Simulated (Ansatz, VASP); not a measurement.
## Two plane-wave programs on SrW3

```xyz
4
Lattice="4.0066 0.0000 0.0000 0.0000 4.0066 0.0000 0.0000 0.0000 4.8187" Properties=species:S:1:pos:R:3 pbc="T T T"
Sr    0.0000    0.0000    0.0000
W     2.0033    2.0033    0.0000
W     0.0000    2.0033    2.4093
W     2.0033    0.0000    2.4093
```

Change from the starting cell: species swapped into the SrPb3 type (P4/mmm, No. 123).

Alike in both runs: functional PBE; k mesh 4 × 4 × 4; occupations gaussian, width 0.1 eV; no spin polarisation.

Ansatz relaxed the structure, and its values are those at the end. VASP's run is a single point on that final structure, the one shown.

|  | VASP | Ansatz |
| --- | --- | --- |
| version | VASP 6.6.1 | Ansatz 0.2.0 |
| potentials or method | VASP PAW PBE potentials, release 64 (Sr_sv, W_sv), cutoff 520 eV | scalar-relativistic, plane waves, PAW |
| valence electrons in the cell | 52 | 52 |

Ansatz gave:

```
gap on the k mesh at the Fermi level (eV) : none
pressure (GPa)                            : 0.1
```

Problem. Which values does VASP return?

Solution. gap on the k mesh at the Fermi level (eV): none; pressure (GPa): 0.7.

A gap of «none» marks a metal or a gap that the smearing closes.

The k mesh is coarse, so the values compare programs but aren't converged. Spin-orbit coupling is off throughout.
